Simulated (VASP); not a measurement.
The system is InSb3.

```
Sb In
1.0
     0.00000    3.79455    3.79455
     3.79455    0.00000    3.79455
     3.79455    3.79455    0.00000
Sb In
3 1
Direct
  0.50000 0.50000 0.50000
  0.75000 0.75000 0.75000
  0.25000 0.25000 0.25000
  0.00000 0.00000 0.00000
```

Base run:

* Program: VASP 6.6.1
* Functional: PBE
* Potentials or basis: VASP PAW PBE potentials, release 64 (Sb, In_d)
* Cutoff: 500 eV
* k mesh: 6 × 6 × 6
* Occupations: fermi-dirac, width 0.05 eV
* Spin: no spin polarisation

Its results: band gap on the k mesh zero (band 14 reaches 9.05 eV, above the bottom of band 15 at 5.63 eV); pressure -0.3 GPa.

**Question.** The run is repeated on the same cell with these changes: cutoff from 500 eV to 520 eV; k mesh from 6 × 6 × 6 to 4 × 4 × 4. What comes out?

**Answer.** Band gap on the k mesh zero (band 14 reaches 9.13 eV, above the bottom of band 15 at 5.65 eV); pressure -1.4 GPa.

Caveats: spin-orbit coupling is left out, which moves the levels of the heavy elements.
